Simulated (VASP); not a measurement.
# MoS2 in VASP: single point with PBE+D3(BJ)

Aim: the single point of MoS2 with PBE+D3(BJ).

Everything below comes from runs of VASP 6.6.1. Logs are shortened: lines on timing, memory, paths and dates and some standing lists are left out, and cuts for length are marked.

## 1. The cell of the first run

The cell holds a slab with vacuum, 12 atoms: a = 3.151 Å, b = 3.151 Å, c = 68.533 Å, α = 90.00°, β = 90.00°, γ = 120.00°.

## 2. Single point, PBE+D3(BJ) (a layer taken out of the bulk)

INCAR

```
ALGO     = Normal         # electronic algorithm
DIPOL    = 0.5 0.5 0.500
EDIFF    = 1E-6           # SCF threshold, eV
ENCUT    = 520            # plane-wave cutoff, eV
GGA      = PE             # functional
IDIPOL   = 3            
ISIF     = 2              # what is computed and relaxed
ISMEAR   = 0              # smearing method
IVDW     = 12             # dispersion correction
LASPH    = True           # aspherical terms in the spheres
LCHARG   = False          # write CHGCAR
LDIPOL   = True         
LREAL    = False          # projectors in reciprocal space
LWAVE    = False          # write WAVECAR
NBANDS   = 64             # bands
NELM     = 100            # most SCF steps
PREC     = Accurate       # precision mode
SIGMA    = 0.02           # smearing width, eV
```

KPOINTS

```
k-points
0
Gamma
  12 12 1
```

POSCAR

```
MoS2
1.0
    3.1505197744      0.0000000000      0.0000000000
   -1.5752598872      2.7284301597      0.0000000000
    0.0000000000      0.0000000000     68.5325736529
S Mo
8 4
Direct
    0.3333333333      0.6666666667      0.3446932322
    0.3333333333      0.6666666667      0.3904278144
    0.6666666667      0.3333333333      0.4330415623
    0.6666666667      0.3333333333      0.4787283601
    0.3333333333      0.6666666667      0.5212716399
    0.3333333333      0.6666666667      0.5669584377
    0.6666666667      0.3333333333      0.6095721856
    0.6666666667      0.3333333333      0.6553067678
    0.6666666667      0.3333333333      0.3675722192
    0.3333333333      0.6666666667      0.4558852580
    0.6666666667      0.3333333333      0.5441147420
    0.3333333333      0.6666666667      0.6324277808
```

Potentials or basis: VASP PAW PBE potentials, release 64 (S, Mo_sv).

Command:

```console
> cat potpaw_PBE.64/S/POTCAR potpaw_PBE.64/Mo_sv/POTCAR > POTCAR
> mpirun -np 1 vasp_std > vasp.out
```

OUTCAR:

```text
EDIFF = 1E-6
   ENCUT = 520
   GGA = PE
   ISIF = 2
   ISMEAR = 0
   IVDW = 12
   LASPH = True
   LREAL = False
   NELM = 100
   PREC = Accurate
 IVDW          = 12

 ion  position               nearest neighbor table
   1  0.333  0.667  0.345-   9 2.40   9 2.40   9 2.40
   2  0.333  0.667  0.390-   9 2.40   9 2.40   9 2.40
   3  0.667  0.333  0.433-  10 2.40  10 2.40  10 2.40
   4  0.667  0.333  0.479-  10 2.40  10 2.40  10 2.40
   5  0.333  0.667  0.521-  11 2.40  11 2.40  11 2.40
   6  0.333  0.667  0.567-  11 2.40  11 2.40  11 2.40
   7  0.667  0.333  0.610-  12 2.40  12 2.40  12 2.40
   8  0.667  0.333  0.655-  12 2.40  12 2.40  12 2.40
   9  0.667  0.333  0.368-   2 2.40   2 2.40   2 2.40   1 2.40   1 2.40   1 2.40
  10  0.333  0.667  0.456-   4 2.40   4 2.40   4 2.40   3 2.40   3 2.40   3 2.40
  11  0.667  0.333  0.544-   5 2.40   5 2.40   5 2.40   6 2.40   6 2.40   6 2.40
  12  0.333  0.667  0.632-   7 2.40   7 2.40   7 2.40   8 2.40   8 2.40   8 2.40

  LATTYP: Found a hexagonal cell.
 ALAT       =     3.1505197744
 C/A-ratio  =    21.7527832105

  Lattice vectors:

 A1 = (   3.1505197744,   0.0000000000,   0.0000000000)
 A2 = (  -1.5752598872,   2.7284301597,   0.0000000000)
 A3 = (   0.0000000000,   0.0000000000,  68.5325736529)

Analysis of symmetry for initial positions (statically):
=====================================================================
 Subroutine PRICEL returns:
 Original cell was already a primitive cell.

 Routine SETGRP: Setting up the symmetry group for a
 hexagonal supercell.

 Subroutine GETGRP returns: Found 12 space group operations
 (whereof 12 operations were pure point group operations)
 out of a pool of 24 trial point group operations.

The static configuration has the point symmetry D_3d.

Analysis of symmetry for dynamics (positions and initial velocities):
=====================================================================
 Subroutine PRICEL returns:
 Original cell was already a primitive cell.

 Routine SETGRP: Setting up the symmetry group for a
 hexagonal supercell.

 Subroutine GETGRP returns: Found 12 space group operations
 (whereof 12 operations were pure point group operations)
 out of a pool of 24 trial point group operations.

The dynamic configuration has the point symmetry D_3d.

 Subroutine INISYM returns: Found 12 space group operations
 (whereof 12 operations are pure point group operations),
 and found     1 'primitive' translations

----------------------------------------------------------------------------------------

                                     Primitive cell

  volume of cell :     589.1042

  direct lattice vectors                    reciprocal lattice vectors
     3.150519774  0.000000000  0.000000000     0.317407943  0.183255561  0.000000000
    -1.575259887  2.728430160  0.000000000     0.000000000  0.366511122  0.000000000
     0.000000000  0.000000000 68.532573653     0.000000000  0.000000000  0.014591601

  length of vectors
     3.150519774  3.150519774 68.532573653     0.366511122  0.366511122  0.014591601

  position of ions in fractional coordinates (direct lattice)
     0.333333333  0.666666667  0.344693232
     0.333333333  0.666666667  0.390427814
     0.666666667  0.333333333  0.433041562
     0.666666667  0.333333333  0.478728360
     0.333333333  0.666666667  0.521271640
     0.333333333  0.666666667  0.566958438
     0.666666667  0.333333333  0.609572186
     0.666666667  0.333333333  0.655306768
     0.666666667  0.333333333  0.367572219
     0.333333333  0.666666667  0.455885258
     0.666666667  0.333333333  0.544114742
     0.333333333  0.666666667  0.632427781

  ion indices of the primitive-cell ions
   primitive index   ion index
                 1           1
                 2           2
                 3           3
                 4           4
                 5           5
                 6           6
                 7           7
                 8           8
                 9           9
                10          10
                11          11
                12          12

----------------------------------------------------------------------------------------

 KPOINTS: k-points

Automatic generation of k-mesh.
 Grid dimensions read from file:
 generate k-points for:   12   12    1

 Generating k-lattice:

  Cartesian coordinates                     Fractional coordinates (reciprocal lattice)
     0.026450662  0.015271297  0.000000000     0.083333333  0.000000000  0.000000000
     0.000000000  0.030542594  0.000000000     0.000000000  0.083333333  0.000000000
     0.000000000  0.000000000  0.014591601     0.000000000  0.000000000  1.000000000

  Length of vectors
     0.030542594  0.030542594  0.014591601

  Shift w.r.t. Gamma in fractional coordinates (k-lattice)
     0.000000000  0.000000000  0.000000000

 Subroutine IBZKPT returns following result:
 ===========================================

 Found     19 irreducible k-points:

 Following reciprocal coordinates:
            Coordinates               Weight
  0.000000  0.000000  0.000000      1.000000
  0.083333  0.000000  0.000000      6.000000
  0.166667  0.000000  0.000000      6.000000
  0.250000  0.000000  0.000000      6.000000
  0.333333  0.000000  0.000000      6.000000
  0.416667  0.000000  0.000000      6.000000
[... 11 lines left out ...]
  0.333333  0.250000  0.000000     12.000000
  0.333333  0.333333  0.000000      2.000000
   k-points           NKPTS =     19   k-points in BZ     NKDIM =     19   number of bands    NBANDS=     64
   number of dos      NEDOS =    301   number of ions     NIONS =     12
   total plane-waves  NPLWV = 294912
   dimension x,y,z NGX =    24 NGY =   24 NGZ =  512
   dimension x,y,z NGXF=    48 NGYF=   48 NGZF= 1024
   ions per type =               8   4
   NGX,Y,Z   is equivalent  to a cutoff of  12.66, 12.66, 12.42 a.u.
   NGXF,Y,Z  is equivalent  to a cutoff of  25.33, 25.33, 24.84 a.u.
 SYSTEM =  unknown system
   PREC   = accura    normal or accurate (medium, high low for compatibility)
   ISTART =      0    job   : 0-new  1-cont  2-samecut
   ICHARG =      2    charge: 1-file 2-atom 10-const
   ISPIN  =      1    spin polarized calculation?
   LNONCOLLINEAR =      F non collinear calculations
   LSORBIT =      F    spin-orbit coupling
   LASPH  =      T    aspherical Exc in radial PAW
   ENCUT  =  520.0 eV  38.22 Ry    6.18 a.u.   5.86  5.86127.43*2*pi/ulx,y,z
   NELM   =    100;   NELMIN=  2; NELMDL= -5     # of ELM steps
   EDIFF  = 0.1E-05   stopping-criterion for ELM
   LREAL  =      F    real-space projection
   EDIFFG = 0.1E-04   stopping-criterion for IOM
   NSW    =      0    number of steps for IOM
   IBRION =     -1    ionic relax: 0-MD 1-quasi-New 2-CG
   NFREE  =      0    steps in history (QN), initial steepest desc. (CG)
   ISIF   =      2    stress and relaxation
   ISYM   =      2    0-nonsym 1-usesym 2-fastsym
   POTIM  = 0.5000    time-step for ionic-motion
   TEBEG  =    0.0;   TEEND  =   0.0 temperature during run
   PSTRESS=    0.0 pullay stress
   NELECT =     104.0000    total number of electrons
   NUPDOWN=      -1.0000    fix difference up-down
   EMIN   =  10.00;   EMAX   =-10.00  energy-range for DOS
   EFERMI =   0.00;   METHOD = LEGACY
   ISMEAR =     0;   SIGMA  =   0.02  broadening in eV -4-tet -1-fermi 0-gaus
   EFERMI_NEDOS =   21; number of points for ismear=-14 and -15
   IALGO  =     38    algorithm
   IMIX   =      4    mixing-type and parameters
     AMIX     =   0.40;   BMIX     =  1.00
     AMIX_MAG =   1.60;   BMIX_MAG =  1.00
  volume/ion in A,a.u.               =      49.09       331.29
  Fermi-wavevector in a.u.,A,eV,Ry     =   0.918379  1.735485 11.475424  0.843420
  Thomas-Fermi vector in A             =   2.043454
   LORBIT       =      0    0 simple, 1 ext, 2 COOP (PROOUT), +10 PAW based schemes
   GGA     = PE    functional components
   LHFCALC =     F    Hartree Fock is set to
   AEXX    =    0.0000 exact exchange contribution
   IVDW    =    12    specifies the selected vdW correction
   LEPSILON=     F    determine dielectric tensor
   LRPA    =     F    only Hartree local field effects (RPA)
 non-spin polarized calculation
 Gauss-broadening in eV      SIGMA  =   0.02
  energy-cutoff  :      520.00
  volume of cell :      589.10
 maximum number of plane-waves:     15948
 NGX is ok and might be reduce to    24
   NGX = 11   NGY = 11   NGZ =255

 number of electron     103.9999996 magnetization

 dipolmoment           0.000000      0.000000      0.000000 electrons x Angstroem

 Free energy of the ion-electron system (eV)
  ---------------------------------------------------
  ext. energy  EPLUGINS =         0.00000000
  ---------------------------------------------------
  free energy    TOTEN  =       -87.16644106 eV

  energy without entropy =      -87.16644106  energy(sigma->0) =      -87.16644106

 E-fermi :  -0.4842     XC(G=0):  -4.0680

 val. band max:       -0.6150121907   @ k =   0.0000   0.0000   0.0000
 cond. band min:       0.3202929199   @ k =   0.1667   0.1667   0.0000
 fundamental gap:      0.9353051106
 Fermi energy:        -0.4841965734

 k-point     1 :       0.0000    0.0000    0.0000
  band No.  band energies     occupation
      1     -62.0959      2.00000
      2     -62.0959      2.00000
      3     -62.0933      2.00000
      4     -62.0933      2.00000
      5     -36.2588      2.00000
      6     -36.2587      2.00000
[... 56 lines left out ...]
     63       1.7742      0.00000
     64       1.8017      0.00000

 k-point     2 :       0.0833    0.0000    0.0000
  band No.  band energies     occupation
      1     -62.0930      2.00000
      2     -62.0930      2.00000
      3     -62.0904      2.00000
      4     -62.0904      2.00000
      5     -36.2532      2.00000
      6     -36.2531      2.00000
[... 56 lines left out ...]
     63       1.6636      0.00000
     64       1.7407      0.00000

 k-point     3 :       0.1667    0.0000    0.0000
  band No.  band energies     occupation
      1     -62.0852      2.00000
      2     -62.0852      2.00000
      3     -62.0826      2.00000
      4     -62.0826      2.00000
      5     -36.2379      2.00000
      6     -36.2379      2.00000
[... 1061 lines left out ...]
     63       2.1901      0.00000
     64       2.3123      0.00000

 k-point    19 :       0.3333    0.3333    0.0000
  band No.  band energies     occupation
      1     -62.0476      2.00000
      2     -62.0476      2.00000
      3     -62.0450      2.00000
      4     -62.0450      2.00000
      5     -36.3284      2.00000
      6     -36.3284      2.00000
[... 56 lines left out ...]
     63       2.3425      0.00000
     64       2.3425      0.00000

------------------------ aborting loop because EDIFF is reached ----------------------------------------

 vacuum level on the upper side and lower side of the slab       (xc-potential included)        -0.005        -0.005

 Edisp (eV)   -4.87278

 E8    (eV) :    -1.9992

  FORCE on cell =-STRESS in cart. coord.  units (eV):
  Direction    XX          YY          ZZ          XY          YZ          ZX
  --------------------------------------------------------------------------------------
  -------------------------------------------------------------------------------------
  Total      -0.15399    -0.15399    -0.22410    -0.00000     0.00000     0.00000
  in kB      -0.41879    -0.41879    -0.60949    -0.00000     0.00000     0.00000
  external pressure =       -0.48 kB  Pullay stress =        0.00 kB

 VOLUME and BASIS-vectors are now :
 -----------------------------------------------------------------------------
  energy-cutoff  :      520.00
  volume of cell :      589.10
      direct lattice vectors                 reciprocal lattice vectors
     3.150519774  0.000000000  0.000000000     0.317407943  0.183255561  0.000000000
    -1.575259887  2.728430160  0.000000000     0.000000000  0.366511122  0.000000000
     0.000000000  0.000000000 68.532573653     0.000000000  0.000000000  0.014591601

 POSITION                                       TOTAL-FORCE (eV/Angst)
 -----------------------------------------------------------------------------------
     -0.00000      1.81895     23.62271        -0.000000      0.000000      0.012363
     -0.00000      1.81895     26.75702         0.000000      0.000000     -0.013335
      1.57526      0.90948     29.67745         0.000000      0.000000      0.013435
      1.57526      0.90948     32.80849         0.000000     -0.000000     -0.013230
     -0.00000      1.81895     35.72409        -0.000000      0.000000      0.013230
     -0.00000      1.81895     38.85512        -0.000000     -0.000000     -0.013435
      1.57526      0.90948     41.77555        -0.000000     -0.000000      0.013335
      1.57526      0.90948     44.90986         0.000000     -0.000000     -0.012363
      1.57526      0.90948     25.19067        -0.000000     -0.000000     -0.000779
     -0.00000      1.81895     31.24299         0.000000      0.000000      0.000291
      1.57526      0.90948     37.28958        -0.000000      0.000000     -0.000291
     -0.00000      1.81895     43.34190         0.000000      0.000000      0.000779
 -----------------------------------------------------------------------------------
    total drift:                                0.000000     -0.000000      0.000000

  FREE ENERGIE OF THE ION-ELECTRON SYSTEM (eV)
  ---------------------------------------------------
  free  energy   TOTEN  =       -92.0392256742 eV

  energy  without entropy=      -92.0392256742  energy(sigma->0) =      -92.03922567

 vacuum level on the upper side and lower side of the slab         4.623         4.623
```

Wall time 34 min (1 thread of Oxide Virtual Turin-like, shared host); peak memory 0.88 GiB.

Results:

```
Free energy                : -92.0392 eV
Largest force              : 0.013 eV/Å
Band gap on the k mesh     : 0.94 eV (least direct gap 1.72 eV)
Dispersion energy per atom : -0.406 eV
```

Forces in eV/Å, atoms in the order of the input:
```
S    0.000  0.000  0.012
S    0.000  0.000 -0.013
S    0.000  0.000  0.013
S    0.000  0.000 -0.013
S    0.000  0.000  0.013
S    0.000  0.000 -0.013
S    0.000  0.000  0.013
S    0.000  0.000 -0.012
Mo   0.000  0.000 -0.001
Mo   0.000  0.000  0.000
Mo   0.000  0.000  0.000
Mo   0.000  0.000  0.001
```

Levels at points of the mesh, in eV from the valence-band top:
```
           k point  band 49  band 50  band 51  band 52  band 53  band 54  band 55  band 56
(0.00, 0.00, 0.00)    -1.05    -0.51    -0.19     0.00     2.15     2.15     2.16     2.16
(0.50, 0.00, 0.00)    -1.40    -1.35    -1.30    -1.28     1.68     1.70     1.72     1.73
```

Caveat: the cell differs from its parent crystal (a layer taken out of the bulk).
